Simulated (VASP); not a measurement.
# BaTe (I4/mmm) in VASP: single point with PBEsol

Aim: the single point of BaTe with PBEsol.

Program: VASP 6.6.1. These are calculated values, not measurements. Logs are shortened: lines on timing, memory, paths and dates and some standing lists are left out, and cuts for length are marked.

## (1) The cell of the first run

Symmetry: I4/mmm, No. 139, tetragonal system. The conventional cell has a = 4.919 Å, b = 4.919 Å, c = 6.820 Å, α = 90.00°, β = 90.00°, γ = 90.00°. Within 4.5 Å of Ba (site symmetry 4/mmm) lie 6 Te at 3.41 to 3.48 Å. Within 4.5 Å of Te (site symmetry 4/mmm) lie 6 Ba at 3.41 to 3.48 Å.

## (2) Single point, PBEsol (equal xx and yy strain of +2 %)

INCAR

```
SYSTEM = BaTe
PREC = Accurate ; ENCUT = 520
EDIFF = 1E-6 ; ISMEAR = -1
SIGMA = 0.05 ; LREAL = .FALSE.
LASPH = .TRUE. ; NELM = 60
ALGO = Normal ; ISIF = 2
LWAVE = .FALSE. ; LCHARG = .TRUE.
GGA = PS ; LELF = .TRUE.
LVHAR = .TRUE. ; NBANDS = 15
```

KPOINTS

```
Automatic mesh
0
G
  10 10 10
  0 0 0
```

POSCAR

```
BaTe
1.0
    0.0000000000      3.4782000000      3.4100000000
    3.4782000000      0.0000000000      3.4100000000
    3.4782000000      3.4782000000      0.0000000000
Ba Te
1 1
Direct
    0.0000000000      0.0000000000      0.0000000000
    0.5000000000      0.5000000000      0.5000000000
```

Potentials or basis: VASP PAW PBE potentials, release 64 (Ba_sv, Te).

Run with:

```bash
$ cat potpaw_PBE.64/Ba_sv/POTCAR potpaw_PBE.64/Te/POTCAR > POTCAR
$ mpirun -np 1 vasp_std > vasp.out
```

OUTCAR:

```text
SYSTEM = BaTe
   PREC = Accurate
   ENCUT = 520
   EDIFF = 1E-6
   ISMEAR = -1
   LREAL = .FALSE.
   LASPH = .TRUE.
   NELM = 60
   ISIF = 2
   GGA = PS

 ion  position               nearest neighbor table
   1  0.000  0.000  0.000-   2 3.41   2 3.41   2 3.48   2 3.48   2 3.48   2 3.48
   2  0.500  0.500  0.500-   1 3.41   1 3.41   1 3.48   1 3.48   1 3.48   1 3.48

  LATTYP: Found a body centered tetragonal cell.
 ALAT       =     4.9189176126
 C/A-ratio  =     1.3864838847

  Lattice vectors:

 A1 = (   0.0000000000,  -3.4782000000,  -3.4100000000)
 A2 = (   0.0000000000,   3.4782000000,  -3.4100000000)
 A3 = (   3.4782000000,   0.0000000000,   3.4100000000)

Analysis of symmetry for initial positions (statically):
=====================================================================
 Subroutine PRICEL returns:
 Original cell was already a primitive cell.

 Routine SETGRP: Setting up the symmetry group for a
 body centered tetragonal supercell.

 Subroutine GETGRP returns: Found 16 space group operations
 (whereof 16 operations were pure point group operations)
 out of a pool of 16 trial point group operations.

The static configuration has the point symmetry D_4h.

Analysis of symmetry for dynamics (positions and initial velocities):
=====================================================================
 Subroutine PRICEL returns:
 Original cell was already a primitive cell.

 Routine SETGRP: Setting up the symmetry group for a
 body centered tetragonal supercell.

 Subroutine GETGRP returns: Found 16 space group operations
 (whereof 16 operations were pure point group operations)
 out of a pool of 16 trial point group operations.

The dynamic configuration has the point symmetry D_4h.

 Subroutine INISYM returns: Found 16 space group operations
 (whereof 16 operations are pure point group operations),
 and found     1 'primitive' translations

----------------------------------------------------------------------------------------

                                     Primitive cell

  volume of cell :      82.5075

  direct lattice vectors                    reciprocal lattice vectors
     0.000000000  3.478200000  3.410000000    -0.143752516  0.143752516  0.146627566
     3.478200000  0.000000000  3.410000000     0.143752516 -0.143752516  0.146627566
     3.478200000  3.478200000  0.000000000     0.143752516  0.143752516 -0.146627566

  length of vectors
     4.870931660  4.870931660  4.918917613     0.250657564  0.250657564  0.250657564

  position of ions in fractional coordinates (direct lattice)
     0.000000000  0.000000000  0.000000000
[... 77 lines left out ...]
   NELM   =     60;   NELMIN=  2; NELMDL= -5     # of ELM steps
   EDIFF  = 0.1E-05   stopping-criterion for ELM
   LREAL  =      F    real-space projection
[... 7 lines left out ...]
   TEBEG  =    0.0;   TEEND  =   0.0 temperature during run
   PSTRESS=    0.0 pullay stress
   NELECT =      16.0000    total number of electrons
   NUPDOWN=      -1.0000    fix difference up-down
   EMIN   =  10.00;   EMAX   =-10.00  energy-range for DOS
   EFERMI =   0.00;   METHOD = LEGACY
   ISMEAR =    -1;   SIGMA  =   0.05  broadening in eV -4-tet -1-fermi 0-gaus
   EFERMI_NEDOS =   21; number of points for ismear=-14 and -15
   IALGO  =     38    algorithm
   IMIX   =      4    mixing-type and parameters
     AMIX     =   0.40;   BMIX     =  1.00
     AMIX_MAG =   1.60;   BMIX_MAG =  1.00
  volume/ion in A,a.u.               =      41.25       278.39
  Fermi-wavevector in a.u.,A,eV,Ry     =   0.947582  1.790671 12.216841  0.897912
  Thomas-Fermi vector in A             =   2.075690
   LORBIT       =      0    0 simple, 1 ext, 2 COOP (PROOUT), +10 PAW based schemes
   GGA     = PS    functional components
   LHFCALC =     F    Hartree Fock is set to
   AEXX    =    0.0000 exact exchange contribution
   IVDW    =     0    specifies the selected vdW correction
   LEPSILON=     F    determine dielectric tensor
   LRPA    =     F    only Hartree local field effects (RPA)
 non-spin polarized calculation
  energy-cutoff  :      520.00
  volume of cell :       82.51
 maximum number of plane-waves:      2246
   NGX = 19   NGY = 19   NGZ = 19

 number of electron      16.0000000 magnetization

 Free energy of the ion-electron system (eV)
  ---------------------------------------------------
  ext. energy  EPLUGINS =         0.00000000
  ---------------------------------------------------
  free energy    TOTEN  =        -9.18120479 eV

  energy without entropy =       -9.18120476  energy(sigma->0) =       -9.18120478

 E-fermi :   3.0850     XC(G=0):  -8.5657

 val. band max:        2.4448074487   @ k =   0.0000   0.0000   0.0000
 cond. band min:       3.7394919385   @ k =   0.5000   0.5000   0.0000
 fundamental gap:      1.2946844899
 Fermi energy:         3.0849733646

 k-point     1 :       0.0000    0.0000    0.0000
  band No.  band energies     occupation
      1     -24.4821      2.00000
      2      -9.6374      2.00000
      3      -9.6283      2.00000
      4      -9.6283      2.00000
      5      -7.2674      2.00000
      6       2.3813      2.00000
      7       2.3813      2.00000
      8       2.4448      1.99999
      9       5.1958      0.00000
     10       5.1958      0.00000
     11       5.2788      0.00000
     12       5.3256      0.00000
     13       5.8801      0.00000
     14       6.0035      0.00000
[... 401 lines left out ...]
      2      -9.9308      2.00000
      3      -9.7169      2.00000
      4      -9.7086      2.00000
      5      -6.8514      2.00000
      6       0.8244      2.00000
      7       1.7854      2.00000
      8       1.8807      2.00000
      9       4.1812      0.00000
     10       6.8558      0.00000
     11       6.8823      0.00000
     12       7.8858      0.00000
     13       7.9152      0.00000
     14       9.1821      0.00000
     15      10.5576      0.00000

 [... further k-points ...]
[... 5 lines left out ...]
  --------------------------------------------------------------------------------------
  -------------------------------------------------------------------------------------
  Total        0.1770785      0.1770785      1.0095779      0.0000000     -0.0000000      0.0000000
  in kB        3.4386102      3.4386102     19.6045520      0.0000000     -0.0000000      0.0000000
  external PRESSURE =       8.8272574 kB  Pullay stress =       0.0000000 kB

 VOLUME and BASIS-vectors are now :
 -----------------------------------------------------------------------------
  energy-cutoff  :      520.00
  volume of cell :       82.51
      direct lattice vectors                 reciprocal lattice vectors
     0.000000000  3.478200000  3.410000000    -0.143752516  0.143752516  0.146627566
     3.478200000  0.000000000  3.410000000     0.143752516 -0.143752516  0.146627566
     3.478200000  3.478200000  0.000000000     0.143752516  0.143752516 -0.146627566

 POSITION                                       TOTAL-FORCE (eV/Angst)
 -----------------------------------------------------------------------------------
      0.00000      0.00000      0.00000         0.000000     -0.000000     -0.000000
      3.47820      3.47820      3.41000        -0.000000      0.000000      0.000000
 -----------------------------------------------------------------------------------
    total drift:                                0.000000      0.000000      0.000000

  FREE ENERGIE OF THE ION-ELECTRON SYSTEM (eV)
  ---------------------------------------------------
  free  energy   TOTEN  =        -9.1812047886 eV

  energy  without entropy=       -9.1812047649  energy(sigma->0) =       -9.18120478
```

Run time: 62 s. Hardware: 1 thread of Intel Xeon Platinum 8488C (Sapphire Rapids), shared host; peak memory 0.31 GiB.

Results:

```yaml
Free_energy: -9.1812 eV
Pressure: 0.9 GPa
Band_gap_on_the_k_mesh: 1.29 eV (least direct gap 1.68 eV)
```

Caveat: the cell differs from its parent crystal (equal xx and yy strain of +2 %); the PAW data sets were made with another functional, which shifts forces and pressure a little; spin-orbit coupling is left out, which moves the levels of the heavy elements.
